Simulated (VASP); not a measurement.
# CuI: single point with PBEsol

Crystal: CuI.

```
Cu I
1.0
     4.02357    0.00000    0.00000
     0.00000    4.02357    0.00000
     0.00000    0.00000    6.43280
Cu I
2 2
Cartesian
  0.0000 0.0000 0.0000
  2.0118 2.0118 0.0000
  0.0000 2.0118 1.6845
  2.0118 0.0000 4.7483
```

```
Program                : VASP 6.6.1
Task                   : single point
Functional             : PBEsol
Potentials or basis    : VASP PAW PBE potentials, release 64 (Cu, I)
Cutoff                 : 520 eV
k mesh                 : 4 × 4 × 4
Occupations            : gaussian, width 0.01 eV
Spin                   : no spin polarisation
Dipole correction      : no
Further INCAR settings : ALGO = Normal; EDIFF = 1e-06; NBANDS = 26
```

```json
{
  "Pressure": "0.2 GPa",
  "Largest force": "0.022 eV/Å",
  "Band gap on the k mesh": "1.53 eV"
}
```

Forces in eV/Å, atoms in the order of the input:
```
Cu   0.000  0.000  0.000
Cu   0.000  0.000  0.000
I    0.000  0.000  0.022
I    0.000  0.000 -0.022
```

Levels at points of the mesh, in eV from the valence-band top:
```
           k point  band 15  band 16  band 17  band 18  band 19  band 20  band 21  band 22
(0.00, 0.00, 0.00)    -1.28    -0.92     0.00     0.00     1.53     3.06     3.27     4.87
(0.50, 0.00, 0.00)    -1.26    -1.26    -0.52    -0.52     3.70     3.70     4.83     4.83
(0.50, 0.50, 0.00)    -1.84    -1.84    -1.20    -1.20     2.50     2.50     2.62     2.62
(0.00, 0.00, 0.50)    -1.42    -1.28    -0.36    -0.36     3.29     3.34     3.44     4.23
(0.50, 0.00, 0.50)    -0.83    -0.83    -0.49    -0.49     2.16     2.16     5.08     5.08
(0.50, 0.50, 0.50)    -1.84    -1.84    -1.10    -1.10     3.98     3.98     4.12     4.12
```

Run time: 21 s on 1 thread of Intel(R) Xeon(R) 6975P-C (Granite Rapids), on a shared host, peak memory 0.2 GiB.

Caveat: the PAW data sets were made with another functional, which shifts forces and pressure a little; spin-orbit coupling is left out, which moves the levels of the heavy elements; this functional lacks dispersion, which binds the layers, so the pressure and a relaxed spacing across them are unreliable. Expect the measured gap to be larger: semilocal functionals such as PBEsol lack the derivative discontinuity.
